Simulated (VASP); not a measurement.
Wanted: the native input for a VASP 6.6.1 run.

* Task: relaxation of cell and atoms
* Functional: PBE
* Potentials or basis: VASP PAW PBE potentials, release 64 (Li_sv, Tm_3, Ge_d), 4f in core
* Cutoff: 750 eV
* k mesh: 4 × 4 × 3
* Occupations: gaussian, width 0.2 eV
* Spin: no spin polarisation
* Dipole correction: no
* Further INCAR settings: ALGO = Normal; EDIFF = 1e-07; IBRION = 2; EDIFFG = -0.08; NSW = 36; ISIF = 3

The structure of Li4TmGe lies in POSCAR:

```
Li4TmGe
1.0
    4.1587444100      0.0000000000      0.0000000000
    0.0000000000      4.1587444100      0.0000000000
    0.0000000000      0.0000000000      5.0735032600
Li Tm Ge
4 1 1
Direct
    0.0000000000      0.5000000000      0.7081643200
    0.5000000000      0.0000000000      0.7081643200
    0.0000000000      0.5000000000      0.2918356800
    0.5000000000      0.0000000000      0.2918356800
    0.0000000000      0.0000000000      0.5000000000
    0.5000000000      0.5000000000      0.5000000000
```

The cell was generated, and may not be a known phase.

These files were run (other wordings do the same):

INCAR

```
SYSTEM = Li4TmGe
PREC     = Accurate       ! precision mode
ENCUT    = 750            ! plane-wave cutoff, eV
EDIFF    = 1E-7           ! SCF threshold, eV
ISMEAR   = 0              ! smearing method
SIGMA    = 0.2            ! smearing width, eV
LREAL    = .False.        ! projectors in reciprocal space
LASPH    = .True.         ! aspherical terms in the spheres
NELM     = 200            ! most SCF steps
ALGO     = Normal         ! electronic algorithm
ISIF     = 3              ! what is computed and relaxed
LWAVE    = .False.        ! write WAVECAR
LCHARG   = .False.        ! write CHGCAR
GGA      = PE             ! functional
IBRION   = 2              ! ionic algorithm
NSW      = 36             ! ionic steps
EDIFFG   = -0.08          ! ionic threshold
GGA_COMPAT= .False.      
NELMIN   = 4            
LMAXMIX  = 6              ! l up to which the mixer works
```

KPOINTS

```
regular mesh
0
Gamma
  4 4 3
  0 0 0
```

Potentials or basis: VASP PAW PBE potentials, release 64 (Li_sv, Tm_3, Ge_d), 4f in core.

The run is started by

```console
$ cat potpaw_PBE.64/Li_sv/POTCAR potpaw_PBE.64/Tm_3/POTCAR potpaw_PBE.64/Ge_d/POTCAR > POTCAR
$ mpirun -np 1 vasp_std > vasp.out
```

Results of the run:

| Item | Value |
| --- | --- |
| Relaxed volume | 20.68 Å³/atom |
| Relaxed cell | a = 4.112 Å, b = 4.112 Å, c = 7.338 Å, α = 90.00°, β = 90.00°, γ = 90.00° |
| Space group after relaxing (to 0.1 Å) | P4/mmm (No. 123) |
| Energy gained by relaxing | 1035.7 meV/atom |
| Ionic steps | 14 |
| Pressure after relaxing | -0.1 GPa |
| Largest force after relaxing | 0.022 eV/Å |
| Band gap on the k mesh | zero (an odd number of electrons rules out a gap without spin polarisation) |

Caveat: the k points lie up to 0.38 Å⁻¹ apart in the final cell, too coarse for converged energies and pressures of a metal; the volume moved by over 15 % at a fixed basis, so the end points are rough; spin-orbit coupling is left out, which moves the levels of the heavy elements; the 4f electrons are frozen in the core, so they carry no moment and show no levels.

Run time: 3.5 min on 1 thread of Intel(R) Xeon(R) 6975P-C (Granite Rapids), with other jobs on the host, peak memory 0.31 GiB.
